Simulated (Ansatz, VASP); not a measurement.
# One calculation of CdS, two programs

POSCAR

```
CdS
1.0
   -0.1956642113      2.6895380501      2.6895380501
    2.6895380501     -0.1956642113      2.6895380501
    2.6895380501      2.6895380501     -0.1956642113
Cd S
1 1
Direct
    0.0000000000      0.0000000000      0.0000000000
    0.5000000000      0.5000000000      0.5000000000
```

Contents of INCAR.step1:

```
PREC     = Accurate       # precision mode
ENCUT    = 520            # plane-wave cutoff, eV
EDIFF    = 1E-5           # SCF threshold, eV
ISMEAR   = -1             # smearing method
SIGMA    = 0.02           # smearing width, eV
LREAL    = False          # projectors in reciprocal space
LASPH    = True           # aspherical terms in the spheres
NELM     = 60             # most SCF steps
ALGO     = Normal         # electronic algorithm
ISIF     = 2              # what is computed and relaxed
LWAVE    = True           # write WAVECAR
LCHARG   = False          # write CHGCAR
GGA      = PE             # functional
NBANDS   = 16             # bands
KPAR     = 4
```

INCAR.step2

```
PREC     = Accurate       # precision mode
ENCUT    = 520            # plane-wave cutoff, eV
EDIFF    = 1E-6           # SCF threshold, eV
ISMEAR   = -1             # smearing method
SIGMA    = 0.02           # smearing width, eV
LREAL    = False          # projectors in reciprocal space
LASPH    = True           # aspherical terms in the spheres
NELM     = 60             # most SCF steps
ALGO     = Normal         # electronic algorithm
ISIF     = 2              # what is computed and relaxed
LWAVE    = False          # write WAVECAR
LCHARG   = False          # write CHGCAR
GGA      = PE             # functional
LHFCALC  = True           # exact exchange
HFSCREEN = 0.2079         # screening, 1/A
PRECFOCK = Normal       
ISTART   = 1            
NBANDS   = 16             # bands
KPAR     = 4
```

The input KPOINTS:

```
regular mesh
0
Gamma
  6 6 6
```

Input for Ansatz:

```yaml
crystal:
  lattice:
    - [-0.1956642113, 2.6895380501, 2.6895380501]
    - [2.6895380501, -0.1956642113, 2.6895380501]
    - [2.6895380501, 2.6895380501, -0.1956642113]
  atoms:
    - { symbol: Cd, position: [0.0, 0.0, 0.0] }
    - { symbol: S, position: [0.5, 0.5, 0.5] }
kpoints:
  mp_grid: { grid: [6, 6, 6] }
  band_path:
    path:
      - [0.0, 0.0, 0.0]
      - [0.5, 0.0, 0.5]
      - [0.625, 0.25, 0.625]
      - [0.375, 0.375, 0.75]
      - [0.5, 0.5, 0.5]
      - [0.5, 0.25, 0.75]
      - [0.0, 0.0, 0.5]
      - [0.0, 0.5, 0.5]
    npoints: 1
hamiltonian:
  xc: hse06
scf:
  occupations: { method: fermi_dirac, width: 0.02 }
  n_extra_bands: 4
output:
  forces: true
  stress: true
  eigenvalues: true
```

Change from the starting cell: epitaxial_111 strain +5.8%.

Alike in both runs: task single point; functional HSE06; k mesh 6 × 6 × 6; occupations fermi-dirac, width 0.02 eV; no spin polarisation.

|  | VASP | Ansatz |
| --- | --- | --- |
| version | VASP 6.6.1 | Ansatz 0.2.0 |
| potentials or method | VASP PAW PBE potentials, release 64 (Cd, S) | plane waves, PAW |
| plane-wave cutoff (eV) | 520 | 420 |
| valence electrons in the cell | 18 | 26 |

|  | VASP | Ansatz | Ansatz less VASP |
| --- | --- | --- | --- |
| gap on the k mesh at the Fermi level (eV) | 1.00 | 1.01 | +0.013 |
| pressure (GPa) | -4.2 | -4.5 | -0.29 |
| traceless stress, the component that is largest in VASP (GPa) | 2.26 | 2.29 | +0.024 |

VASP's potentials hold 18 valence electrons a cell and Ansatz's 26, so a difference there can come from the potentials and not from the codes. Ansatz's warnings: stress exchange threshold loose, stress scf threshold loose.
